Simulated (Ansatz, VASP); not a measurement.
## Ga2O3: VASP beside Ansatz

The input INCAR:

```
SYSTEM = Ga2O3
  PREC = Accurate
  ENCUT = 520
  EDIFF = 1E-7
  ISMEAR = -1
  SIGMA = 0.02
  LREAL = .FALSE.
  LASPH = .TRUE.
  NELM = 60
  ALGO = Normal
  ISIF = 2
  LWAVE = .FALSE.
  LCHARG = .FALSE.
  GGA = PE
  NBANDS = 55
```

Contents of KPOINTS:

```
regular mesh
0
G
  6 6 6
  0 0 0
```

POSCAR

```
Ga2O3
1.0
    2.4922617722      1.4389080051      4.5254452807
   -2.4922617722      1.4389080051      4.5254452807
    0.0000000000     -2.8778160102      4.5254452807
Ga O
4 6
Direct
    0.8550378449      0.8550378449      0.8550378449
    0.6449621551      0.6449621551      0.6449621551
    0.1449621551      0.1449621551      0.1449621551
    0.3550378449      0.3550378449      0.3550378449
    0.7500000000      0.4462220864      0.0537779136
    0.4462220864      0.0537779136      0.7500000000
    0.0537779136      0.7500000000      0.4462220864
    0.2500000000      0.5537779136      0.9462220864
    0.9462220864      0.2500000000      0.5537779136
    0.5537779136      0.9462220864      0.2500000000
```

Input for Ansatz:

```yaml
crystal:
  lattice:
    - [2.4922617722, 1.4389080051, 4.5254452807]
    - [-2.4922617722, 1.4389080051, 4.5254452807]
    - [0.0, -2.8778160102, 4.5254452807]
  atoms:
    - { symbol: Ga, position: [0.8550378449, 0.8550378449, 0.8550378449] }
    - { symbol: Ga, position: [0.6449621551, 0.6449621551, 0.6449621551] }
    - { symbol: Ga, position: [0.1449621551, 0.1449621551, 0.1449621551] }
    - { symbol: Ga, position: [0.3550378449, 0.3550378449, 0.3550378449] }
    - { symbol: O, position: [0.75, 0.4462220864, 0.0537779136] }
    - { symbol: O, position: [0.4462220864, 0.0537779136, 0.75] }
    - { symbol: O, position: [0.0537779136, 0.75, 0.4462220864] }
    - { symbol: O, position: [0.25, 0.5537779136, 0.9462220864] }
    - { symbol: O, position: [0.9462220864, 0.25, 0.5537779136] }
    - { symbol: O, position: [0.5537779136, 0.9462220864, 0.25] }
kpoints:
  mp_grid: { grid: [6, 6, 6] }
  band_path:
    path:
      - [0.0, 0.0, 0.0]
      - [0.5, 0.5, 0.5]
      - [0.7645798177, 0.2354201823, 0.5]
      - [0.5, -0.2354201823, 0.2354201823]
      - [0.5, 0.0, 0.0]
      - [0.3677100911, -0.3677100911, 0.0]
      - [0.6322899089, 0.0, 0.3677100911]
      - [0.5, 0.0, 0.5]
      - [0.0, 0.166667, -0.166667]
    npoints: 1
hamiltonian:
  xc: pbe
scf:
  occupations: { method: fermi_dirac, width: 0.02 }
  n_extra_bands: 6
output:
  forces: true
  stress: true
  eigenvalues: true
```

Change from the starting cell: uniaxial_z strain +1.0%.

Alike in both runs: task single point; functional PBE; k mesh 6 × 6 × 6; occupations fermi-dirac, width 0.02 eV; no spin polarisation.

|  | VASP | Ansatz |
| --- | --- | --- |
| version | VASP 6.6.1 | Ansatz 0.2.0 |
| potentials or method | VASP PAW PBE potentials, release 64 (Ga_d, O) | plane waves, PAW |
| plane-wave cutoff (eV) | 520 | 420 |
| valence electrons in the cell | 88 | 88 |

Ansatz gave:

- gap on the k mesh at the Fermi level (eV): 2.75
- pressure (GPa): 7.2
- traceless stress, the component that is largest in VASP (GPa): -2.20
- rms of the force components (eV/Å): 0.020

Estimate VASP's values.

gap on the k mesh at the Fermi level (eV): 2.75; pressure (GPa): 8.2; traceless stress, the component that is largest in VASP (GPa): -2.27; rms of the force components (eV/Å): 0.025.

Atom by atom the forces differ by 0.006 eV/Å (rms over components).
